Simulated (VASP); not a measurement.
Here is a VASP 6.6.1 calculation.

File INCAR:

```
PREC = Accurate
ENCUT = 520
EDIFF = 1E-6
ISMEAR = 0
SIGMA = 0.15
LREAL = False
LASPH = True
NELM = 100
ALGO = Normal
ISIF = 2
LWAVE = False
LCHARG = False
GGA = PS
NBANDS = 11
```

KPOINTS

```
regular mesh
0
Gamma
  20 20 20
```

POSCAR

```
Pt
1.0
    0.0000000000      1.8600050000      1.9579000000
    1.8600050000      0.0000000000      1.9579000000
    1.8600050000      1.8600050000      0.0000000000
Pt
1
Direct
    0.0000000000      0.0000000000      0.0000000000
```

Potentials or basis: VASP PAW PBE potentials, release 64 (Pt).

Run with:

```sh
$ cat potpaw_PBE.64/Pt/POTCAR > POTCAR
$ mpirun -np 1 vasp_std > vasp.out
```

Problem. Estimate the band gap on the k mesh.

Solution. Zero (band 5 reaches 14.25 eV, above the bottom of band 6 at 11.24 eV).

Problem. What does it give for the pressure?

Solution. 39.8 GPa.

Stress tensor (GPa, compression positive):
```
43.07  0.00  0.00
 0.00 43.07  0.00
 0.00  0.00 33.31
```

Caveat: the cell differs from its parent crystal (strain -0.0500 x Voigt [1, 1, 0, 0, 0, 0]); the PAW data sets were made with another functional, which shifts forces and pressure a little; spin-orbit coupling is left out, which moves the levels of the heavy elements.
